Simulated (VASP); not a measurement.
Crystal: Cd2Mo.

```
Cd Mo
1.0
     0.00000    3.12658    3.12658
     3.12658    0.00000    3.12658
     3.12658    3.12658    0.00000
Cd Mo
2 1
Direct
  0.25000 0.25000 0.25000
  0.75000 0.75000 0.75000
  0.00000 0.00000 0.00000
```

| Quantity | Value |
| --- | --- |
| Program | VASP 6.6.1 |
| Task | relaxation of cell and atoms |
| Functional | PBE |
| Potentials or basis | VASP PAW PBE potentials, release 64 (Cd, Mo_sv) |
| Cutoff | 600 eV |
| k mesh | 6 × 6 × 6 |
| Occupations | gaussian, width 0.1 eV |
| Spin | no spin polarisation |

At the start: pressure 12.9 GPa; volume 20.38 Å³/atom.

Task: How do energy, volume and symmetry change on relaxing?

Result: Over 3 steps the energy falls by 96.0 meV/atom and the volume is 23.12 Å³/atom (+13.5 %); space group Fm-3m (No. 225, to 0.1 Å) before and after.

The path:
| step | energy change (eV) | largest force (eV/Å) | pressure (GPa) | volume (Å³) |
| --- | --- | --- | --- | --- |
| 1 | 0.0000 | 0.0000 | 12.86 | 61.13 |
| 2 | -0.1358 | 0.0000 | -5.88 | 76.77 |
| 3 | -0.2881 | 0.0000 | -0.06 | 69.35 |

Final structure:
```cif
data_structure
_symmetry_space_group_name_H-M 'P 1'
_symmetry_Int_Tables_number 1
_cell_length_a 4.6116
_cell_length_b 4.6116
_cell_length_c 4.6116
_cell_angle_alpha 60.000
_cell_angle_beta 60.000
_cell_angle_gamma 60.000
_cell_volume 69.35
loop_
_atom_site_label
_atom_site_type_symbol
_atom_site_fract_x
_atom_site_fract_y
_atom_site_fract_z
_atom_site_occupancy
Cd1 Cd 0.25000 0.25000 0.25000 1
Cd2 Cd 0.75000 0.75000 0.75000 1
Mo1 Mo 0.00000 0.00000 0.00000 1
```
